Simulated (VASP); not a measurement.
Input of a VASP 6.6.1 run:

INCAR

```
SYSTEM = Pb
PREC     = Accurate       ! precision mode
ENCUT    = 520            ! plane-wave cutoff, eV
EDIFF    = 1E-6           ! SCF threshold, eV
ISMEAR   = -1             ! smearing method
SIGMA    = 0.1            ! smearing width, eV
LREAL    = .False.        ! projectors in reciprocal space
LASPH    = .True.         ! aspherical terms in the spheres
NELM     = 60             ! most SCF steps
ALGO     = Normal         ! electronic algorithm
ISIF     = 2              ! what is computed and relaxed
LWAVE    = .False.        ! write WAVECAR
LCHARG   = .False.        ! write CHGCAR
GGA      = PE             ! functional
NBANDS   = 13             ! bands
```

The input KPOINTS:

```
Automatic mesh
0
Gamma
  12 12 12
  0 0 0
```

File POSCAR:

```
Pb
1.0
    3.1414445647      0.0000000000      0.0000000000
    0.0000000000      3.1414445647      0.0000000000
    0.0000000000      0.0000000000      3.1414445647
Pb
1
Direct
    0.0000000000      0.0000000000      0.0000000000
```

Potentials or basis: VASP PAW PBE potentials, release 64 (Pb_d).

The run is started by

```console
$ cat potpaw_PBE.64/Pb_d/POTCAR > POTCAR
$ mpirun -np 1 vasp_std > vasp.out
```

(1) Estimate the pressure.

(2) What does it give for the band gap on the k mesh?

Results:

(1) 4.8 GPa.

(2) zero (band 7 reaches 12.04 eV, above the bottom of band 8 at 4.79 eV).

Caveat: spin-orbit coupling is left out, which moves the levels of the heavy elements.
